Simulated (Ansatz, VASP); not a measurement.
**One calculation of KF, two programs**

File INCAR:

```
  ALGO = Normal
  EDIFF = 1E-6
  ENCUT = 520
  GGA = CA
  ISIF = 2
  ISMEAR = 0
  LASPH = True
  LCHARG = False
  LREAL = False
  LWAVE = False
  NBANDS = 15
  NELM = 80
  PREC = Accurate
  SIGMA = 0.05
```

The input KPOINTS:

```
k-points
0
Gamma
  8 8 8
```

The input POSCAR:

```
KF
1.0
   -0.1097707964      2.5416977154      2.5416977154
    2.5416977154     -0.1097707964      2.5416977154
    2.5416977154      2.5416977154     -0.1097707964
K F
1 1
Direct
    0.0000000000      0.0000000000      0.0000000000
    0.5000000000      0.5000000000      0.5000000000
```

Input for Ansatz:

```yaml
crystal:
  lattice:
    - [-0.1097707964, 2.5416977154, 2.5416977154]
    - [2.5416977154, -0.1097707964, 2.5416977154]
    - [2.5416977154, 2.5416977154, -0.1097707964]
  atoms:
    - { symbol: K, position: [0.0, 0.0, 0.0] }
    - { symbol: F, position: [0.5, 0.5, 0.5] }
basis:
  ecutwfc: 520.0
kpoints:
  mp_grid: { grid: [8, 8, 8] }
hamiltonian:
  xc: lda
scf:
  occupations: { method: gaussian, width: 0.05 }
output:
  forces: true
  stress: true
  eigenvalues: true
```

Alike in both runs: task single point; functional LDA; k mesh 8 × 8 × 8; occupations gaussian, width 0.05 eV; no spin polarisation.

|  | VASP | Ansatz |
| --- | --- | --- |
| version | VASP 6.6.1 | Ansatz 0.2.0 |
| potentials or method | VASP PAW LDA potentials, release 64 (K_sv, F), cutoff 520 eV | scalar-relativistic, plane waves, PAW |
| valence electrons in the cell | 16 | 16 |

```csv
,VASP,Ansatz,Ansatz less VASP
gap on the k mesh at the Fermi level (eV),6.20,6.22,+0.019
least direct gap on the mesh (eV),6.20,6.22,+0.019
pressure (GPa),-0.6,-0.8,-0.21
"traceless stress, the component that is largest in VASP (GPa)",0.50,0.52,+0.013
```

LDA's correlation is that of Perdew and Zunger in VASP and of Perdew and Wang (1992) in Ansatz.
